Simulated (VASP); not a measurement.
Set up this calculation in VASP 6.6.1, as the native input.

| Quantity | Value |
| --- | --- |
| Task | single point |
| Functional | r2SCAN |
| Potentials or basis | VASP PAW PBE potentials, release 64 (Re) |
| Cutoff | 520 eV |
| k mesh | 11 × 11 × 6 |
| Occupations | fermi-dirac, width 0.1 eV |
| Spin | no spin polarisation |
| Dipole correction | no |
| Further INCAR settings | ALGO = Normal; EDIFF = 1e-07; NBANDS = 14 |

Re:

```
Re
1.0
     2.75983    0.00000    0.00000
    -1.37991    2.39008    0.00000
     0.00000    0.00000    4.45723
Re
2
Cartesian
  0.0000 1.5934 1.1143
  1.3799 0.7967 3.3429
```

These files were run (other wordings do the same):

POSCAR

```
Re
1.0
    2.7598270443      0.0000000000      0.0000000000
   -1.3799135221      2.3900803304      0.0000000000
    0.0000000000      0.0000000000      4.4572270891
Re
2
Direct
    0.3333333333      0.6666666667      0.2500000000
    0.6666666667      0.3333333333      0.7500000000
```

INCAR.step1

```
SYSTEM = Re
PREC = Accurate
ENCUT = 520
ISMEAR = -1
SIGMA = 0.1
LREAL = .False.
LASPH = .True.
NELM = 60
NBANDS = 14
GGA = PE
ALGO = Normal
EDIFF = 1E-4
LWAVE = .True.
LCHARG = .False.
```

INCAR.step2

```
SYSTEM = Re
PREC = Accurate
ENCUT = 520
EDIFF = 1E-7
ISMEAR = -1
SIGMA = 0.1
LREAL = .False.
LASPH = .True.
NELM = 60
ALGO = Normal
ISIF = 2
LWAVE = .False.
LCHARG = .False.
METAGGA = R2SCAN
LMIXTAU = .True.
NBANDS = 14
ISTART = 1
```

KPOINTS

```
Automatic mesh
0
Gamma
  11 11 6
  0 0 0
```

Potentials or basis: VASP PAW PBE potentials, release 64 (Re).

Run with:

```console
$ cat potpaw_PBE.64/Re/POTCAR > POTCAR
$ cp INCAR.step1 INCAR
$ mpirun -np 1 vasp_std > vasp.out
$ cp INCAR.step2 INCAR
$ mpirun -np 1 vasp_std > vasp.out
```

It gave:

| Property | Result |
| --- | --- |
| Pressure | 0.2 GPa |
| Band gap on the k mesh | zero (band 7 reaches 9.03 eV, above the bottom of band 8 at 5.93 eV) |

Caveat: the PAW data sets were made with another functional, which shifts forces and pressure a little; spin-orbit coupling is left out, which moves the levels of the heavy elements.

Run time: 100 s on 1 thread of Intel(R) Xeon(R) Platinum 8259CL CPU @ 2.50GHz (Skylake/Cascade Lake) (shared host), peak memory 0.17 GiB.
